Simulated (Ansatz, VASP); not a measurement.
**BF in VASP and in Ansatz**

```xyz
8
Lattice="3.1361 0.0000 0.0000 0.0000 3.5540 4.4747 0.0000 -3.5540 4.4747" Properties=species:S:1:pos:R:3 pbc="T T T"
B     1.5680    1.4405    5.0631
B     1.5680   -1.4405    5.0631
B     0.0000    2.0219    5.4922
B     0.0000   -2.0219    5.4922
F     0.0000   -2.0490    6.9161
F     0.0000    2.0490    6.9161
F     1.5680    0.0000    4.5722
F     0.0000    0.0000    0.5085
```

Alike in both runs: functional PBE; k mesh 6 × 4 × 4; occupations gaussian, width 0.1 eV; no spin polarisation.

Ansatz relaxed the structure, and its values are those at the end. VASP's run is a single point on that final structure, the one shown.

|  | VASP | Ansatz |
| --- | --- | --- |
| version | VASP 6.6.1 | Ansatz 0.2.0 |
| potentials or method | VASP PAW PBE potentials, release 64 (B, F), cutoff 520 eV | scalar-relativistic, plane waves, PAW |
| valence electrons in the cell | 40 | 40 |

Ansatz gave:

- gap on the k mesh at the Fermi level (eV): 0.63
- least direct gap on the mesh (eV): 0.76
- pressure (GPa): 0.1
- rms of the force components (eV/Å): 0.009

Task: Estimate VASP's values.

Result: gap on the k mesh at the Fermi level (eV): 0.64; least direct gap on the mesh (eV): 0.76; pressure (GPa): 0.2; rms of the force components (eV/Å): 0.090.

With one functional, cell and mesh, what is left measures potentials, basis and numerics.
